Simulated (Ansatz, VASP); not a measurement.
## AlN: VASP beside Ansatz

The input POSCAR:

```
AlN
1.0
   -0.1090691236      2.1996897903      2.1996897903
    2.1996897903     -0.1090691236      2.1996897903
    2.1996897903      2.1996897903     -0.1090691236
Al N
1 1
Direct
   -0.0026399094     -0.0026399094     -0.0026399094
    0.2526399094      0.2526399094      0.2526399094
```

File INCAR.step1:

```
PREC = Accurate ; ENCUT = 520
ISMEAR = 0 ; SIGMA = 0.01
LREAL = F ; LASPH = T
NELM = 60 ; NBANDS = 11
GGA = PE ; ALGO = Normal
EDIFF = 1E-4 ; LWAVE = T
LCHARG = F
```

The input INCAR.step2:

```
PREC = Accurate ; ENCUT = 520
EDIFF = 1E-6 ; ISMEAR = 0
SIGMA = 0.01 ; LREAL = F
LASPH = T ; NELM = 60
ALGO = Normal ; ISIF = 2
LWAVE = F ; LCHARG = T
METAGGA = R2SCAN ; LMIXTAU = T
LELF = T ; LVHAR = T
NBANDS = 11 ; ISTART = 1
```

File KPOINTS:

```
regular mesh
0
Gamma
  10 10 10
```

Input for Ansatz:

```yaml
crystal:
  lattice:
    - [-0.1090691236, 2.1996897903, 2.1996897903]
    - [2.1996897903, -0.1090691236, 2.1996897903]
    - [2.1996897903, 2.1996897903, -0.1090691236]
  atoms:
    - { symbol: Al, position: [-0.0026399094, -0.0026399094, -0.0026399094] }
    - { symbol: "N", position: [0.2526399094, 0.2526399094, 0.2526399094] }
kpoints:
  mp_grid: { grid: [10, 10, 10] }
  band_path:
    path:
      - [0.0, 0.0, 0.0]
      - [-0.5, -0.5, 0.0]
      - [-0.375, -0.375, 0.25]
      - [-0.375, 0.0, 0.375]
      - [0.0, 0.0, 0.5]
      - [-0.5, -0.25, 0.25]
    npoints: 1
hamiltonian:
  xc: r2scan
scf:
  occupations: { method: fixed }
  n_extra_bands: 4
output:
  forces: true
  stress: true
  eigenvalues: true
```

Change from the starting cell: epitaxial_111 strain +5.7%.

Alike in both runs: task single point; functional r2SCAN; k mesh 10 × 10 × 10; no spin polarisation.

```csv
,VASP,Ansatz
version,VASP 6.6.1,Ansatz 0.2.0
potentials or method,"VASP PAW PBE potentials, release 64 (Al, N)","plane waves, PAW"
plane-wave cutoff (eV),520,500
occupations,"gaussian, width 0.01 eV",fixed
valence electrons in the cell,8,8
```

```csv
,VASP,Ansatz,Ansatz less VASP
gap on the k mesh at the Fermi level (eV),3.45,3.46,+0.008
pressure (GPa),-16.2,-15.8,+0.36
"traceless stress, the component that is largest in VASP (GPa)",8.00,7.92,-0.080
```

VASP's potentials were made for PBE, not for r2SCAN.
